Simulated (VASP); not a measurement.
# CdF2: single point with PBEsol

Crystal: CdF2.

```
Cd F
1.0
     0.00000    2.53567    2.53567
     2.53567    0.00000    2.53567
     2.53567    2.53567    0.00000
Cd F
1 2
Direct
  0.00000 0.00000 0.00000
  0.75000 0.75000 0.75000
  0.25000 0.25000 0.25000
```

```json
{"Program": "VASP 6.6.1", "Task": "single point", "Functional": "PBEsol", "Potentials or basis": "VASP PAW PBE potentials, release 64 (Cd, F)", "Cutoff": "600 eV", "k mesh": "9 × 9 × 9", "Occupations": "fermi-dirac, width 0.05 eV", "Spin": "no spin polarisation", "Dipole correction": "no", "Further INCAR settings": "ALGO = Normal; EDIFF = 1e-06; NBANDS = 20"}
```

```yaml
Pressure: 32.1 GPa
Band_gap_on_the_k_mesh: 3.56 eV (least direct gap 3.73 eV)
```

Levels at points of the mesh, in eV from the valence-band top:
```
           k point  band 11  band 12  band 13  band 14  band 15  band 16
(0.00, 0.00, 0.00)    -0.17    -0.17    -0.17     3.56    13.27    13.27
```

Run time: 30 s on 1 thread of AMD EPYC 7R13, with other jobs on the host, peak memory 0.18 GiB.

Caveat: the cell stands under pressure; the PAW data sets were made with another functional, which shifts forces and pressure a little; an odd mesh through Γ misses points on the zone boundary, where band edges can lie.
